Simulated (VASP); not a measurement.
Here is a VASP 6.6.1 calculation.

Contents of POSCAR:

```
Si
1.0
    3.7025266020      0.0000000000      0.0000000000
   -1.8512633010      3.2064820956      0.0000000000
    0.0000000000      0.0000000000      6.1429916815
Si
4
Direct
    0.3333333333      0.6666666667      0.0635246424
    0.6666666667      0.3333333333      0.5635246424
    0.3333333333      0.6666666667      0.4364753576
    0.6666666667      0.3333333333      0.9364753576
```

The input INCAR.step1:

```
SYSTEM = Si
PREC     = Accurate       ! precision mode
ENCUT    = 520            ! plane-wave cutoff, eV
ISMEAR   = 0              ! smearing method
SIGMA    = 0.02           ! smearing width, eV
LREAL    = .FALSE.        ! projectors in reciprocal space
LASPH    = .TRUE.         ! aspherical terms in the spheres
NELM     = 60             ! most SCF steps
NBANDS   = 16             ! bands
GGA      = PE             ! functional
ALGO     = Normal         ! electronic algorithm
EDIFF    = 1E-4           ! SCF threshold, eV
LWAVE    = .TRUE.         ! write WAVECAR
LCHARG   = .FALSE.        ! write CHGCAR
```

Contents of INCAR.step2:

```
SYSTEM = Si
PREC     = Accurate       ! precision mode
ENCUT    = 520            ! plane-wave cutoff, eV
EDIFF    = 1E-6           ! SCF threshold, eV
ISMEAR   = 0              ! smearing method
SIGMA    = 0.02           ! smearing width, eV
LREAL    = .FALSE.        ! projectors in reciprocal space
LASPH    = .TRUE.         ! aspherical terms in the spheres
NELM     = 60             ! most SCF steps
ALGO     = Normal         ! electronic algorithm
ISIF     = 2              ! what is computed and relaxed
LWAVE    = .FALSE.        ! write WAVECAR
LCHARG   = .FALSE.        ! write CHGCAR
METAGGA  = R2SCAN         ! meta-GGA
LMIXTAU  = .TRUE.       
NBANDS   = 16             ! bands
ISTART   = 1
```

Contents of KPOINTS:

```
Automatic mesh
0
G
  12 12 6
  0 0 0
```

Potentials or basis: VASP PAW PBE potentials, release 64 (Si).

The run is started by

```sh
$ cat potpaw_PBE.64/Si/POTCAR > POTCAR
$ cp INCAR.step1 INCAR
$ mpirun -np 1 vasp_std > vasp.out
$ cp INCAR.step2 INCAR
$ mpirun -np 1 vasp_std > vasp.out
```

(1) Predict the band gap on the k mesh.

(2) What does it give for the pressure?

Results:

(1) 0.39 eV, indirect (least direct gap 1.68 eV).

(2) 11.7 GPa.

Caveat: the PAW data sets were made with another functional, which shifts forces and pressure a little.
